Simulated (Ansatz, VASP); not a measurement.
# BePd in VASP and in Ansatz

```
Be Pd
1.0
     2.81300    0.00000    0.00000
     0.00000    2.81300    0.00000
     0.00000    0.00000    2.81300
Be Pd
1 1
Cartesian
  0.0000 0.0000 0.0000
  1.4065 1.4065 1.4065
```

Alike in both runs: task electric field gradients; functional LDA; k mesh 12 × 12 × 12; occupations fermi-dirac, width 0.08 eV; no spin polarisation.

|  | VASP | Ansatz |
| --- | --- | --- |
| version | VASP 6.6.1 | Ansatz 0.2.0 |
| potentials or method | VASP PAW LDA potentials, release 64 (Be, Pd) | PAW with Ansatz's default frozen-core files, scalar-relativistic |
| plane-wave cutoff (eV) | 520 | 420 |
| valence electrons in the cell | 12 | 20 |

```tsv
	VASP	Ansatz	Ansatz less VASP
pressure (GPa)	-7.4	-8.0	-0.58
```

LDA's correlation is that of Perdew and Zunger in VASP and of Perdew and Wang (1992) in Ansatz. VASP's potentials hold 12 valence electrons a cell and Ansatz's 20, so a difference there can come from the potentials and not from the codes.
